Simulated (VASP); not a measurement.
CdTe, 4 atoms in the cell. The structure is hexagonal, space group P6_3/mmc (No. 194). Conventional cell: a = 4.989 Å, b = 4.989 Å, c = 6.686 Å, α = 90.00°, β = 90.00°, γ = 120.00°. Within 3.8 Å of Cd (site symmetry -6m2) lie 5 Te at 2.88 to 3.34 Å. Within 3.8 Å of Te (site symmetry -6m2) lie 5 Cd at 2.88 to 3.34 Å.  This cell differs from its parent crystal: volume changed by +3%.

```yaml
Program: VASP 6.6.1
Task: single point
Functional: PBE
Potentials_or_basis: VASP PAW PBE potentials, release 64 (Cd, Te)
Cutoff: 520 eV
k_mesh: 6 × 6 × 4
Occupations: fermi-dirac, width 0.02 eV
Spin: no spin polarisation
Dipole_correction: no
Further_INCAR_settings: ALGO = Normal; EDIFF = 1e-06; NBANDS = 26
```

Potentials or basis: VASP PAW PBE potentials, release 64 (Cd, Te).

The run is started by

```console
$ cat potpaw_PBE.64/Cd/POTCAR potpaw_PBE.64/Te/POTCAR > POTCAR
$ mpirun -np 1 vasp_std > vasp.out
```

Hardware: 1 thread of AMD EPYC 9R45 96-Core Processor (Zen 5) (shared host).

Problem. Estimate the wall time of this run.

Solution. It took 45 s on 1 thread of AMD EPYC 9R45 96-Core Processor (Zen 5) (shared host), peak memory 0.26 GiB. Counts: scf iterations 15, k points 21.
